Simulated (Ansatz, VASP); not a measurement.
## One calculation of BAs, two programs

```
B As
1.0
     3.37785    0.00000    0.00000
     1.68892    2.92530    0.00000
     1.68892    0.97510    2.75800
B As
1 1
Direct
  0.00000 0.00000 0.00000
  0.25000 0.25000 0.25000
```

Alike in both runs: task single point; functional PBE; k mesh 3 × 3 × 3; no spin polarisation.

|  | VASP | Ansatz |
| --- | --- | --- |
| version | VASP 6.6.1 | Ansatz 0.2.0 |
| potentials or method | VASP PAW PBE potentials, release 64 (B, As) | plane waves, PAW |
| plane-wave cutoff (eV) | 500 | 420 |
| occupations | gaussian, width 0.01 eV | fixed |
| valence electrons in the cell | 8 | 18 |

```csv
,VASP,Ansatz,Ansatz less VASP
gap on the k mesh at the Fermi level (eV),1.24,1.25,+0.009
```

VASP's potentials hold 8 valence electrons a cell and Ansatz's 18, so a difference there can come from the potentials and not from the codes.

The k mesh is coarse, so the values compare programs but aren't converged.
